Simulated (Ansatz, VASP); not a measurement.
Te in VASP and in Ansatz

File INCAR:

```
PREC = Accurate ; ENCUT = 520
EDIFF = 1E-6 ; ISMEAR = -1
SIGMA = 0.1 ; LREAL = False
LASPH = True ; NELM = 60
ALGO = Normal ; ISIF = 2
LWAVE = False ; LCHARG = True
GGA = PE ; LELF = True
LVHAR = True ; NBANDS = 9
```

File KPOINTS:

```
Automatic mesh
0
Gamma
  13 13 13
```

Contents of POSCAR:

```
Te
1.0
   -1.9247105964      1.9247105964      1.9247105964
    1.9247105964     -1.9247105964      1.9247105964
    1.9247105964      1.9247105964     -1.9247105964
Te
1
Direct
    0.0000000000      0.0000000000      0.0000000000
```

Input for Ansatz:

```yaml
crystal:
  lattice:
    - [-1.9247105964, 1.9247105964, 1.9247105964]
    - [1.9247105964, -1.9247105964, 1.9247105964]
    - [1.9247105964, 1.9247105964, -1.9247105964]
  atoms:
    - { symbol: Te, position: [0.0, 0.0, 0.0] }
hamiltonian:
  xc: pbe
  pseudopotentials:
    kind: paw
    azcp:
      Te: "pseudopotentials/Te.paw.azcp"
basis:
  ecutwfc: 420
  fft_grid_basis: typed
kpoints:
  mp_grid: { grid: [13, 13, 13], shift: [0, 0, 0] }
magnetization:
  spin_polarized: false
scf:
  occupations: { method: fermi_dirac, width: 0.1 }
  lower_state_search: "off"
output:
  stress: true
```

Alike in both runs: task single point; functional PBE; k mesh 13 × 13 × 13; occupations fermi-dirac, width 0.1 eV; no spin polarisation.

```csv
,VASP,Ansatz
version,VASP 6.6.1,Ansatz 0.2.0
potentials or method,"VASP PAW PBE potentials, release 64 (Te), cutoff 520 eV","plane waves (420 eV) with PAW, scalar-relativistic"
valence electrons in the cell,6,16
```

VASP gave:

| Property | Result |
| --- | --- |
| pressure (GPa) | -0.1 |

Problem. Which values does Ansatz return?

Solution. Pressure (GPa): 0.0.

With one functional, cell and mesh, what is left measures potentials, basis and numerics. VASP's potentials hold 6 valence electrons a cell and Ansatz's 16, so a difference there can come from the potentials and not from the codes.

Neither program's run includes spin-orbit coupling.
